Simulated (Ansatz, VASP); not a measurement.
Two plane-wave programs on FeO

INCAR

```
SYSTEM = FeO
PREC = Accurate
ENCUT = 520
EDIFF = 1E-6
ISMEAR = -1
SIGMA = 0.03
LREAL = .FALSE.
LASPH = .TRUE.
NELM = 150
ALGO = Normal
ISIF = 2
LWAVE = .FALSE.
LCHARG = .FALSE.
ISPIN = 2
MAGMOM = 4 -4 0 0
LORBIT = 11
LMAXMIX = 4
GGA = PE
NBANDS = 26
```

Contents of KPOINTS:

```
regular mesh
0
G
  8 5 7
  0 0 0
```

File POSCAR:

```
FeO
1.0
   -1.5176813800     -0.8762337500     -2.5157933600
    1.5176813800      0.8762337500     -5.0315867100
    1.5176813800     -2.6287012500      0.0000000000
Fe O
2 2
Direct
    0.0000000000      0.0000000000      0.0000000000
    0.0000000000      0.5000000000      0.5000000000
    0.5000000000      0.0000000000      0.5000000000
    0.5000000000      0.5000000000      0.0000000000
```

Input for Ansatz:

```yaml
crystal:
  lattice:
    - [-1.51768138, -0.87623375, -2.51579336]
    - [1.51768138, 0.87623375, -5.03158671]
    - [1.51768138, -2.62870125, 0.0]
  atoms:
    - { symbol: Fe, position: [0.0, 0.0, 0.0], spin: 4.0 }
    - { symbol: Fe, position: [0.0, 0.5, 0.5], spin: -4.0 }
    - { symbol: O, position: [0.5, 0.0, 0.5] }
    - { symbol: O, position: [0.5, 0.5, 0.0] }
magnetization:
  spin_polarized: true
hamiltonian:
  xc: pbe
  pseudopotentials: { kind: paw }
basis:
  ecutwfc: 420
kpoints:
  mp_grid: { grid: [8, 5, 7] }
scf:
  occupations: { method: fermi_dirac, width: 0.03 }
  lower_state_search: "off"
output:
  forces: true
  stress: true
```

Alike in both runs: task single point; functional PBE; k mesh 8 × 5 × 7; occupations fermi-dirac, width 0.03 eV; collinear spin.

|  | VASP | Ansatz |
| --- | --- | --- |
| version | VASP 6.6.1 | Ansatz 0.2.0 |
| potentials or method | VASP PAW PBE potentials, release 64 (Fe, O), cutoff 520 eV | PAW, plane waves, scalar-relativistic |
| valence electrons in the cell | 28 | 44 |

Ansatz gave:

| Property | Result |
| --- | --- |
| pressure (GPa) | 1.0 |
| traceless stress, the component that is largest in VASP (GPa) | -2.42 |
| net moment per atom (μB) | 0.00 |
| size of the moment on the site where the two differ most (μB) | 3.35 |

What did VASP give for the same quantities?

Pressure (GPa): 0.9; traceless stress, the component that is largest in VASP (GPa): -2.54; net moment per atom (μB): 0.00; size of the moment on the site where the two differ most (μB): 3.54.

Site moments also hang on the region over which each program counts them. The functional is the same, so the differences come from potentials, cutoffs and numerics. VASP's potentials hold 28 valence electrons a cell and Ansatz's 44, so a difference there can come from the potentials and not from the codes.
